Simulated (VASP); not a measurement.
Runs of VASP 6.6.1 on MnS. Symmetry: Pm-3m, No. 221, cubic system. The conventional cell has a = 3.099 Å, b = 3.099 Å, c = 3.099 Å, α = 90.00°, β = 90.00°, γ = 90.00°. Mn (site symmetry m-3m) has 8 S at 2.68 Å and 6 Mn at 3.10 Å within 3.5 Å. Within 3.5 Å of S (site symmetry m-3m) lie 8 Mn at 2.68 Å and 6 S at 3.10 Å. 

```tsv
smearing	gap on the mesh (eV)	pressure (GPa)	moment (μB)
methfessel-paxton 0.05 eV	none	-13.6	3.27
methfessel-paxton 0.3 eV	none	-13.0	3.33
methfessel-paxton 0.2 eV	none	-13.0	(a)
methfessel-paxton 0.1 eV	none	-13.2	(b)
```

Alike in all rows: task single point; level PBEsol; potentials or basis VASP PAW PBE potentials, release 64 (Mn_pv, S); spin collinear, ferromagnetic start; cell as given; k mesh 7 × 7 × 7; cutoff (eV) 520.

Question: Estimate the missing entries.

Answer: (a) 3.32; (b) 3.31.

Caveats: the PAW data sets were made with another functional, which shifts forces and pressure a little; a cell with one magnetic atom can't hold antiferromagnetic order, which such compounds often take; semilocal functionals often make such compounds metallic where correlation or magnetic order opens a gap, which also shifts bond lengths.

A gap of «none» marks levels without a gap at the run's occupations.
